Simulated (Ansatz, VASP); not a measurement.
# SnTe in VASP and in Ansatz

```xyz
2
Lattice="0.0000 3.1441 3.1441 3.1441 0.0000 3.1441 3.1441 3.1441 0.0000" Properties=species:S:1:pos:R:3 pbc="T T T"
Sn    0.0000    0.0000    0.0000
Te    3.1441    3.1441    3.1441
```

Alike in both runs: functional PBEsol; k mesh 10 × 10 × 10; occupations gaussian, width 0.01 eV; no spin polarisation.

Ansatz relaxed the structure, and its values are those at the end. VASP's run is a single point on that final structure, the one shown.

|  | VASP | Ansatz |
| --- | --- | --- |
| version | VASP 6.6.1 | Ansatz 0.2.0 |
| potentials or method | VASP PAW PBE potentials, release 64 (Sn_d, Te), cutoff 520 eV | scalar-relativistic, plane waves, PAW |
| valence electrons in the cell | 20 | 30 |

```csv
,VASP,Ansatz,Ansatz less VASP
gap on the k mesh at the Fermi level (eV),0.16,0.16,-0.001
least direct gap on the mesh (eV),0.16,0.16,-0.001
pressure (GPa),0.0,0.0,+0.02
```

VASP's potentials were made for PBE, not for PBEsol. The functional is the same, so the differences come from potentials, cutoffs and numerics. VASP's potentials hold 20 valence electrons a cell and Ansatz's 30, so a difference there can come from the potentials and not from the codes.

Spin-orbit coupling is off throughout.
